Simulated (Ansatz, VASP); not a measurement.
One calculation of TiTe, two programs

INCAR

```
  ALGO = Normal
  EDIFF = 1E-6
  ENCUT = 520
  ISIF = 2
  ISMEAR = -1
  LASPH = T
  LCHARG = T
  LELF = T
  LREAL = F
  LVHAR = T
  LWAVE = F
  NBANDS = 16
  NELM = 100
  PREC = Accurate
  SIGMA = 0.05
```

Contents of KPOINTS:

```
k-points
0
Gamma
  12 12 12
```

Contents of POSCAR:

```
TiTe
1.0
    0.0000000000      2.2161776396      2.2161776396
    2.2161776396      0.0000000000      2.2161776396
    2.2161776396      2.2161776396      0.0000000000
Ti Te
1 1
Direct
    0.0000000000      0.0000000000      0.0000000000
    0.5000000000      0.5000000000      0.5000000000
```

Input for Ansatz:

```yaml
crystal:
  lattice:
    - [0.0, 2.2161776396, 2.2161776396]
    - [2.2161776396, 0.0, 2.2161776396]
    - [2.2161776396, 2.2161776396, 0.0]
  atoms:
    - { symbol: Ti, position: [0.0, 0.0, 0.0] }
    - { symbol: Te, position: [0.5, 0.5, 0.5] }
kpoints:
  mp_grid: { grid: [12, 12, 12] }
  band_path:
    path:
      - [0.0, 0.0, 0.0]
      - [0.5, 0.0, 0.5]
      - [0.625, 0.25, 0.625]
      - [0.375, 0.375, 0.75]
      - [0.0, 0.0, 0.0]
      - [0.5, 0.5, 0.5]
      - [0.5, 0.25, 0.75]
      - [0.5, 0.0, 0.5]
    npoints: 8
scf:
  occupations: { method: fermi_dirac, width: 0.05 }
hamiltonian:
  xc: lda
  pseudopotentials: { kind: all_electron, lapw: { basis_error: 0.001 } }
output:
  forces: true
  stress: true
  eigenvalues: true
  populations: true
  dos: { projected: true, de: 0.2, e_range: [-14, 8] }
```

Change from the starting cell: volume scaled by 0.52, LAPW.

Alike in both runs: task single point; functional LDA; k mesh 12 × 12 × 12; occupations fermi-dirac, width 0.05 eV; no spin polarisation.

```csv
,VASP,Ansatz
version,VASP 6.6.1,Ansatz 0.2.0
potentials or method,"VASP PAW LDA potentials, release 64 (Ti_sv, Te), cutoff 520 eV","all-electron LAPW, scalar-relativistic"
```

```csv
,VASP,Ansatz,Ansatz less VASP
pressure (GPa),246.3,247.9,+1.54
```

LDA's correlation is that of Perdew and Zunger in VASP and of Perdew and Wang (1992) in Ansatz. Both programs put the cell under a high pressure, so it lies far from rest at this level. Ansatz ran all-electron here, and VASP with PAW potentials.

Neither program's run includes spin-orbit coupling. Noted on VASP's run: the cell as given lies far from equilibrium.
